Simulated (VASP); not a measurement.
# Zn: single point with PBE

Crystal: Zn.

```
Zn
1.0
     2.68283    0.00000    0.00000
     0.00000    2.68283    0.00000
     0.00000    0.00000    2.68283
Zn
1
Cartesian
  0.0000 0.0000 0.0000
```

| Property | Result |
| --- | --- |
| Program | VASP 6.6.1 |
| Task | single point |
| Functional | PBE |
| Potentials or basis | VASP PAW PBE potentials, release 64 (Zn) |
| Cutoff | 520 eV |
| k mesh | 41 × 41 × 41 |
| Occupations | fermi-dirac, width 0.0612256 eV |
| Spin | no spin polarisation |
| Dipole correction | no |
| Further INCAR settings | ALGO = Normal; EDIFF = 1e-06; NBANDS = 12 |

* Pressure: -2.3 GPa
* Band gap on the k mesh: zero (band 6 reaches 6.62 eV, above the bottom of band 7 at -0.94 eV)

Levels at points of the mesh, in eV from the Fermi level:
```csv
k point,band 2,band 3,band 4,band 5,band 6,band 7,band 8,band 9,band 10,band 11
"(0.00, 0.00, 0.00)",-7.71,-7.71,-6.68,-6.68,-6.68,11.75,11.75,11.75,14.62,14.62
```

Wall time 93 s on 1 thread of Intel(R) Xeon(R) 6975P-C (Granite Rapids), on a shared host, peak memory 0.47 GiB.
